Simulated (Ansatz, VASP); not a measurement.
# Two plane-wave programs on BeTe

```
CELL_PARAMETERS angstrom
3.99013 0.00000 0.00000
-1.99507 3.45556 0.00000
0.00000 0.00000 8.06178
ATOMIC_POSITIONS crystal
Be 0.33333 0.66667 0.25000
Be 0.66667 0.33333 0.75000
Te 0.66667 0.33333 0.25000
Te 0.33333 0.66667 0.75000
```

Alike in both runs: task single point; functional r2SCAN; k mesh 6 × 6 × 4; no spin polarisation.

|  | VASP | Ansatz |
| --- | --- | --- |
| version | VASP 6.6.1 | Ansatz 0.2.0 |
| potentials or method | VASP PAW PBE potentials, release 64 (Be, Te) | plane waves, PAW |
| plane-wave cutoff (eV) | 520 | 500 |
| occupations | gaussian, width 0.01 eV | fixed |
| valence electrons in the cell | 16 | 36 |

VASP gave:

```
gap on the k mesh at the Fermi level (eV)                     : 3.04
pressure (GPa)                                                : 1.5
traceless stress, the component that is largest in VASP (GPa) : -1.31
```

Which values does Ansatz return?

gap on the k mesh at the Fermi level (eV): 3.05; pressure (GPa): 1.4; traceless stress, the component that is largest in VASP (GPa): -1.25.

VASP's potentials were made for PBE, not for r2SCAN. VASP's potentials hold 16 valence electrons a cell and Ansatz's 36, so a difference there can come from the potentials and not from the codes.

Spin-orbit coupling is off throughout.
